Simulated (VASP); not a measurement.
# LiPrP3 (P-6m2) in VASP: further runs

LiPrP3 is run at these levels: PBE; tasks: single point.

All numbers are computed with VASP 6.6.1; they aren't measurements. Logs are shortened: lines on timing, memory, paths and dates and some standing lists are left out, and cuts for length are marked.

## (1) The cell of the first run

The structure is hexagonal, space group P-6m2 (No. 187). The conventional cell has a = 4.196 Å, b = 4.196 Å, c = 7.255 Å, α = 90.00°, β = 90.00°, γ = 120.00°. Within 3.3 Å of Li (site symmetry -6m2) lie 3 Pr at 2.42 Å and 6 P at 3.24 Å. Pr (site symmetry -6m2) has 2 P at 2.15 Å and 3 Li at 2.42 Å within 2.8 Å. P (site symmetry -6m2) has 6 P at 2.84 Å within 3.7 Å. Within 3.0 Å of P (site symmetry 3m) lie 1 Pr at 2.15 Å and 4 P at 2.84 to 2.95 Å.

The cell was built from a structure type or drawn by symmetry, and may not be a known phase.

## (2) Single point, PBE

Input file INCAR:

```
ALGO = Normal ; EDIFF = 1E-7
ENCUT = 520 ; GGA = PE
ISIF = 2 ; ISMEAR = 0
LASPH = T ; LCHARG = F
LREAL = F ; LWAVE = F
NBANDS = 24 ; NELM = 100
PREC = Accurate ; SIGMA = 0.1
```

Input file KPOINTS:

```
k-points
0
Gamma
  6 6 4
```

Input file POSCAR:

```
LiPrP3
1.0
    4.1957873700      0.0000000000      0.0000000000
   -2.0978936800      3.6336584500      0.0000000000
    0.0000000000      0.0000000000      7.2547912600
Li Pr P
1 1 3
Direct
    0.6666666700      0.3333333300      0.0000000000
    0.0000000000      0.0000000000      0.0000000000
    0.3333333300      0.6666666700      0.5000000000
    0.0000000000      0.0000000000      0.7031918200
    0.0000000000      0.0000000000      0.2968081800
```

Potentials or basis: VASP PAW PBE potentials, release 64 (Li_sv, Pr, P).

Command:

```bash
$ cat potpaw_PBE.64/Li_sv/POTCAR potpaw_PBE.64/Pr/POTCAR potpaw_PBE.64/P/POTCAR > POTCAR
$ mpirun -np 1 vasp_std > vasp.out
```

OUTCAR:

```text
EDIFF = 1E-7
   ENCUT = 520
   GGA = PE
   ISIF = 2
   ISMEAR = 0
   LASPH = T
   LREAL = F
   NELM = 100
   PREC = Accurate

 ion  position               nearest neighbor table
   1  0.667  0.333  0.000-   2 2.42   2 2.42   2 2.42
   2  0.000  0.000  0.000-   4 2.15   5 2.15   1 2.42   1 2.42   1 2.42
   3  0.333  0.667  0.500-   4 2.84   5 2.84   4 2.84   5 2.84   4 2.84   5 2.84
   4  0.000  0.000  0.703-   2 2.15   3 2.84   3 2.84   3 2.84   5 2.95
   5  0.000  0.000  0.297-   2 2.15   3 2.84   3 2.84   3 2.84   4 2.95

  LATTYP: Found a hexagonal cell.
 ALAT       =     4.1957873700
 C/A-ratio  =     1.7290655174

  Lattice vectors:

 A1 = (   4.1957873700,   0.0000000000,   0.0000000000)
 A2 = (  -2.0978936800,   3.6336584500,   0.0000000000)
 A3 = (   0.0000000000,   0.0000000000,   7.2547912600)

Analysis of symmetry for initial positions (statically):
=====================================================================
 Subroutine PRICEL returns:
 Original cell was already a primitive cell.

 Routine SETGRP: Setting up the symmetry group for a
 hexagonal supercell.

 Subroutine GETGRP returns: Found 12 space group operations
 (whereof 12 operations were pure point group operations)
 out of a pool of 24 trial point group operations.

The static configuration has the point symmetry D_3h.

Analysis of symmetry for dynamics (positions and initial velocities):
=====================================================================
 Subroutine PRICEL returns:
 Original cell was already a primitive cell.

 Routine SETGRP: Setting up the symmetry group for a
 hexagonal supercell.

 Subroutine GETGRP returns: Found 12 space group operations
 (whereof 12 operations were pure point group operations)
 out of a pool of 24 trial point group operations.

The dynamic configuration has the point symmetry D_3h.

 Subroutine INISYM returns: Found 12 space group operations
 (whereof 12 operations are pure point group operations),
 and found     1 'primitive' translations

----------------------------------------------------------------------------------------

                                     Primitive cell

  volume of cell :     110.6070

  direct lattice vectors                    reciprocal lattice vectors
     4.195787370  0.000000000  0.000000000     0.238334289  0.137602366  0.000000000
    -2.097893680  3.633658450  0.000000000     0.000000000  0.275204732  0.000000000
     0.000000000  0.000000000  7.254791260     0.000000000  0.000000000  0.137839941

  length of vectors
     4.195787370  4.195787366  7.254791260     0.275204732  0.275204732  0.137839941

  position of ions in fractional coordinates (direct lattice)
     0.666666670  0.333333330  0.000000000
     0.000000000  0.000000000  0.000000000
     0.333333330  0.666666670  0.500000000
     0.000000000  0.000000000  0.703191820
     0.000000000  0.000000000  0.296808180

  ion indices of the primitive-cell ions
   primitive index   ion index
                 1           1
                 2           2
                 3           3
                 4           4
                 5           5

----------------------------------------------------------------------------------------

 KPOINTS: k-points

Automatic generation of k-mesh.
 Grid dimensions read from file:
 generate k-points for:    6    6    4

 Generating k-lattice:

  Cartesian coordinates                     Fractional coordinates (reciprocal lattice)
     0.039722382  0.022933728  0.000000000     0.166666667 -0.000000000  0.000000000
     0.000000000  0.045867455  0.000000000     0.000000000  0.166666667  0.000000000
     0.000000000  0.000000000  0.034459985     0.000000000  0.000000000  0.250000000

  Length of vectors
     0.045867455  0.045867455  0.034459985

  Shift w.r.t. Gamma in fractional coordinates (k-lattice)
     0.000000000  0.000000000  0.000000000

 Subroutine IBZKPT returns following result:
 ===========================================

 Found     21 irreducible k-points:

 Following reciprocal coordinates:
            Coordinates               Weight
  0.000000  0.000000  0.000000      1.000000
  0.166667  0.000000  0.000000      6.000000
  0.333333  0.000000  0.000000      6.000000
  0.500000  0.000000  0.000000      3.000000
  0.166667  0.166667  0.000000      6.000000
  0.333333  0.166667  0.000000     12.000000
[... 13 lines left out ...]
  0.333333  0.166667  0.500000     12.000000
  0.333333  0.333333  0.500000      2.000000
   k-points           NKPTS =     21   k-points in BZ     NKDIM =     21   number of bands    NBANDS=     24
   number of dos      NEDOS =    301   number of ions     NIONS =      5
   total plane-waves  NPLWV =  55296
   dimension x,y,z NGX =    32 NGY =   32 NGZ =   54
   dimension x,y,z NGXF=    64 NGYF=   64 NGZF=  108
   ions per type =               1   1   3
   NGX,Y,Z   is equivalent  to a cutoff of  12.68, 12.68, 12.37 a.u.
   NGXF,Y,Z  is equivalent  to a cutoff of  25.36, 25.36, 24.75 a.u.
 SYSTEM =  unknown system
   PREC   = accura    normal or accurate (medium, high low for compatibility)
   ISTART =      0    job   : 0-new  1-cont  2-samecut
   ICHARG =      2    charge: 1-file 2-atom 10-const
   ISPIN  =      1    spin polarized calculation?
   LNONCOLLINEAR =      F non collinear calculations
   LSORBIT =      F    spin-orbit coupling
   LASPH  =      T    aspherical Exc in radial PAW
   ENCUT  =  520.0 eV  38.22 Ry    6.18 a.u.   7.80  7.80 13.49*2*pi/ulx,y,z
   NELM   =    100;   NELMIN=  2; NELMDL= -5     # of ELM steps
   EDIFF  = 0.1E-06   stopping-criterion for ELM
   LREAL  =      F    real-space projection
   EDIFFG = 0.1E-05   stopping-criterion for IOM
   NSW    =      0    number of steps for IOM
   IBRION =     -1    ionic relax: 0-MD 1-quasi-New 2-CG
   NFREE  =      0    steps in history (QN), initial steepest desc. (CG)
   ISIF   =      2    stress and relaxation
   ISYM   =      2    0-nonsym 1-usesym 2-fastsym
   POTIM  = 0.5000    time-step for ionic-motion
   TEBEG  =    0.0;   TEEND  =   0.0 temperature during run
   PSTRESS=    0.0 pullay stress
   NELECT =      31.0000    total number of electrons
   NUPDOWN=      -1.0000    fix difference up-down
   EMIN   =  10.00;   EMAX   =-10.00  energy-range for DOS
   EFERMI =   0.00;   METHOD = LEGACY
   ISMEAR =     0;   SIGMA  =   0.10  broadening in eV -4-tet -1-fermi 0-gaus
   EFERMI_NEDOS =   21; number of points for ismear=-14 and -15
   IALGO  =     38    algorithm
   IMIX   =      4    mixing-type and parameters
     AMIX     =   0.40;   BMIX     =  1.00
     AMIX_MAG =   1.60;   BMIX_MAG =  1.00
  volume/ion in A,a.u.               =      22.12       149.28
  Fermi-wavevector in a.u.,A,eV,Ry     =   1.071358  2.024573 15.616872  1.147808
  Thomas-Fermi vector in A             =   2.207096
   LORBIT       =      0    0 simple, 1 ext, 2 COOP (PROOUT), +10 PAW based schemes
   GGA     = PE    functional components
   LHFCALC =     F    Hartree Fock is set to
   AEXX    =    0.0000 exact exchange contribution
   IVDW    =     0    specifies the selected vdW correction
   LEPSILON=     F    determine dielectric tensor
   LRPA    =     F    only Hartree local field effects (RPA)
 non-spin polarized calculation
 Gauss-broadening in eV      SIGMA  =   0.10
  energy-cutoff  :      520.00
  volume of cell :      110.61
 maximum number of plane-waves:      3012
 NGX is ok and might be reduce to    32
   NGX = 15   NGY = 15   NGZ = 27

 number of electron      30.9999996 magnetization

 Free energy of the ion-electron system (eV)
  ---------------------------------------------------
  ext. energy  EPLUGINS =         0.00000000
  ---------------------------------------------------
  free energy    TOTEN  =       -15.43714818 eV

  energy without entropy =      -15.35262164  energy(sigma->0) =      -15.39488491

 E-fermi :   4.7623     XC(G=0):  -9.3278

 val. band max:        4.7610525769   @ k =   0.1667   0.0000   0.2500
 cond. band min:       4.7688634936   @ k =   0.1667   0.0000   0.0000
 fundamental gap:      0.0078109167
 Fermi energy:         4.7623248252

 k-point     1 :       0.0000    0.0000    0.0000
  band No.  band energies     occupation
      1     -43.3969      2.00000
      2     -30.9308      2.00000
      3     -14.7274      2.00000
      4     -12.9927      2.00000
      5     -12.9927      2.00000
      6      -7.5680      2.00000
[... 16 lines left out ...]
     23       5.1181      0.00000
     24       5.7043      0.00000

 k-point     2 :       0.1667    0.0000    0.0000
  band No.  band energies     occupation
      1     -43.3962      2.00000
      2     -30.9299      2.00000
      3     -14.7147      2.00000
      4     -13.0524      2.00000
      5     -13.0156      2.00000
      6      -7.3510      2.00000
[... 16 lines left out ...]
     23       5.5303      0.00000
     24       5.5931      0.00000

 k-point     3 :       0.3333    0.0000    0.0000
  band No.  band energies     occupation
      1     -43.3949      2.00000
      2     -30.9281      2.00000
      3     -14.6891      2.00000
      4     -13.1690      2.00000
      5     -13.0607      2.00000
      6      -6.7571      2.00000
[... 16 lines left out ...]
     23       5.8705      0.00000
     24       6.8005      0.00000

 k-point     4 :       0.5000    0.0000    0.0000
  band No.  band energies     occupation
      1     -43.3942      2.00000
      2     -30.9273      2.00000
      3     -14.6763      2.00000
      4     -13.2261      2.00000
      5     -13.0830      2.00000
      6      -6.2286      2.00000
[... 16 lines left out ...]
     23       6.2694      0.00000
     24       7.5237      0.00000

 k-point     5 :       0.1667    0.1667    0.0000
  band No.  band energies     occupation
      1     -43.3952      2.00000
      2     -30.9286      2.00000
      3     -14.6956      2.00000
      4     -13.1351      2.00000
      5     -13.0548      2.00000
      6      -6.9395      2.00000
[... 16 lines left out ...]
     23       5.4212      0.00000
     24       6.2954      0.00000

 k-point     6 :       0.3333    0.1667    0.0000
  band No.  band energies     occupation
      1     -43.3942      2.00000
      2     -30.9272      2.00000
      3     -14.6763      2.00000
      4     -13.2136      2.00000
      5     -13.0965      2.00000
      6      -6.2572      2.00000
[... 16 lines left out ...]
     23       6.0771      0.00000
     24       6.8547      0.00000
[... 298 lines left out ...]
 k-point    18 :       0.5000    0.0000    0.5000
  band No.  band energies     occupation
      1     -43.3942      2.00000
      2     -30.9272      2.00000
      3     -14.6834      2.00000
      4     -13.2257      2.00000
      5     -13.0829      2.00000
      6      -5.7606      2.00000
[... 16 lines left out ...]
     23       5.9760      0.00000
     24       6.1444      0.00000

 k-point    19 :       0.1667    0.1667    0.5000
  band No.  band energies     occupation
      1     -43.3952      2.00000
      2     -30.9286      2.00000
      3     -14.7039      2.00000
      4     -13.1349      2.00000
      5     -13.0547      2.00000
      6      -6.4802      2.00000
[... 16 lines left out ...]
     23       5.3602      0.00000
     24       6.0693      0.00000

 k-point    20 :       0.3333    0.1667    0.5000
  band No.  band energies     occupation
      1     -43.3942      2.00000
      2     -30.9272      2.00000
      3     -14.6834      2.00000
      4     -13.2132      2.00000
      5     -13.0964      2.00000
      6      -5.7919      2.00000
[... 16 lines left out ...]
     23       5.6685      0.00000
     24       6.5076      0.00000

 k-point    21 :       0.3333    0.3333    0.5000
  band No.  band energies     occupation
      1     -43.3939      2.00000
      2     -30.9268      2.00000
      3     -14.6766      2.00000
      4     -13.2267      2.00000
      5     -13.1234      2.00000
      6      -5.3035      2.00000
[... 16 lines left out ...]
     23       5.9799      0.00000
     24       6.9928      0.00000

------------------------ aborting loop because EDIFF is reached ----------------------------------------

  FORCE on cell =-STRESS in cart. coord.  units (eV):
  Direction    XX          YY          ZZ          XY          YZ          ZX
  --------------------------------------------------------------------------------------
  -------------------------------------------------------------------------------------
  Total        0.0287941      0.0287941     23.1523677      0.0000000      0.0000000      0.0000000
  in kB        0.4170916      0.4170916    335.3694502      0.0000000      0.0000000      0.0000000
  external PRESSURE =     112.0678778 kB  Pullay stress =       0.0000000 kB

 VOLUME and BASIS-vectors are now :
 -----------------------------------------------------------------------------
  energy-cutoff  :      520.00
  volume of cell :      110.61
      direct lattice vectors                 reciprocal lattice vectors
     4.195787370  0.000000000  0.000000000     0.238334289  0.137602366  0.000000000
    -2.097893680  3.633658450  0.000000000     0.000000000  0.275204732  0.000000000
     0.000000000  0.000000000  7.254791260     0.000000000  0.000000000  0.137839941

 POSITION                                       TOTAL-FORCE (eV/Angst)
 -----------------------------------------------------------------------------------
      2.09789      1.21122      0.00000        -0.000000      0.000000      0.000000
      0.00000      0.00000      0.00000        -0.000000      0.000000      0.000000
     -0.00000      2.42244      3.62740         0.000000     -0.000000      0.000000
      0.00000      0.00000      5.10151         0.000000      0.000000     -6.180053
      0.00000      0.00000      2.15328         0.000000      0.000000      6.180053
 -----------------------------------------------------------------------------------
    total drift:                               -0.000006      0.000004      0.000000

  FREE ENERGIE OF THE ION-ELECTRON SYSTEM (eV)
  ---------------------------------------------------
  free  energy   TOTEN  =       -15.4371481773 eV

  energy  without entropy=      -15.3526216375  energy(sigma->0) =      -15.39488491
```

Run time: 3.5 min. Hardware: 1 thread of Intel Xeon Platinum 8259CL at 2.50GHz (Skylake/Cascade Lake), shared host; peak memory 0.25 GiB.

What came out:

| Property | Result |
| --- | --- |
| Free energy | -15.4371 eV |
| Largest force | 6.180 eV/Å |
| Band gap on the k mesh | zero (an odd number of electrons rules out a gap without spin polarisation) |

Forces in eV/Å, atoms in the order of the input:
```
Li   0.000  0.000  0.000
Pr   0.000  0.000  0.000
P    0.000  0.000  0.000
P    0.000  0.000 -6.180
P    0.000  0.000  6.180
```

Caveat: the cutoff is under 1.25 times the usual one of these potentials, so pressure, stress and relaxed cells hold a basis-set (Pulay) error; spin-orbit coupling is left out, which moves the levels of the heavy elements; semilocal functionals describe open f shells poorly, which spoils levels, moments and volumes; forces of over 1 eV/Å act on the atoms, so gaps and moduli don't describe the material at rest. Spin polarisation is off, so any magnetic state and its effect on volume and gap are missing.

## (3) Single point, PBE

This run uses another cell than the first one, of 25.99 Å³/atom.

Input file INCAR:

```
SYSTEM = LiPrP3
PREC     = Accurate       ! precision mode
ENCUT    = 520            ! plane-wave cutoff, eV
EDIFF    = 1E-6           ! SCF threshold, eV
ISMEAR   = 0              ! smearing method
SIGMA    = 0.1            ! smearing width, eV
LREAL    = .False.        ! projectors in reciprocal space
LASPH    = .True.         ! aspherical terms in the spheres
NELM     = 100            ! most SCF steps
ALGO     = Normal         ! electronic algorithm
ISIF     = 2              ! what is computed and relaxed
LWAVE    = .False.        ! write WAVECAR
LCHARG   = .False.        ! write CHGCAR
GGA      = PE             ! functional
NBANDS   = 24             ! bands
```

Input file KPOINTS:

```
regular mesh
0
Gamma
  12 12 6
  0 0 0
```

Input file POSCAR:

```
LiPrP3
1.0
    4.4665837287      0.0000000000      0.0000000000
   -2.2332918643      3.8681749772      0.0000000000
    0.0000000000      0.0000000000      7.5209190986
Li Pr P
1 1 3
Direct
    0.6666666667      0.3333333333      0.0000000000
    0.0000000000      0.0000000000      0.0000000000
    0.3333333333      0.6666666667      0.5000000000
    0.0000000000      0.0000000000      0.6405229288
    0.0000000000      0.0000000000      0.3594770712
```

Potentials or basis: VASP PAW PBE potentials, release 64 (Li_sv, Pr, P).

Command:

```bash
$ cat potpaw_PBE.64/Li_sv/POTCAR potpaw_PBE.64/Pr/POTCAR potpaw_PBE.64/P/POTCAR > POTCAR
$ mpirun -np 1 vasp_std > vasp.out
```

It took 8.1 min on 1 thread of Intel Xeon Platinum 8259CL at 2.50GHz (Skylake/Cascade Lake), shared host; peak memory 0.42 GiB.

The run converged. Its results:

| Property | Result |
| --- | --- |
| Free energy | -18.4524 eV |
| Largest force | 0.326 eV/Å |
| Band gap on the k mesh | zero (an odd number of electrons rules out a gap without spin polarisation) |

Forces on the atoms (eV/Å):
```
Li   0.000  0.000  0.000
Pr   0.000  0.000  0.000
P    0.000  0.000  0.000
P    0.000  0.000  0.326
P    0.000  0.000 -0.326
```

Levels at points of the mesh, in eV from the Fermi level:
```
           k point  band 12  band 13  band 14  band 15  band 16  band 17  band 18  band 19
(0.00, 0.00, 0.00)    -1.56    -0.67    -0.32    -0.32    -0.15    -0.15     0.07     0.07
(0.50, 0.00, 0.00)    -2.87    -0.78    -0.71    -0.12     0.00     0.07     0.13     0.22
(0.00, 0.00, 0.50)    -1.81    -0.64    -0.25    -0.25    -0.07    -0.07     0.08     0.13
(0.50, 0.00, 0.50)    -2.95    -0.77    -0.47    -0.14     0.00     0.12     0.14     0.21
```

Caveat: the cutoff is under 1.25 times the usual one of these potentials, so pressure, stress and relaxed cells hold a basis-set (Pulay) error; spin-orbit coupling is left out, which moves the levels of the heavy elements; semilocal functionals describe open f shells poorly, which spoils levels, moments and volumes. Spin polarisation is off, so any magnetic state and its effect on volume and gap are missing.
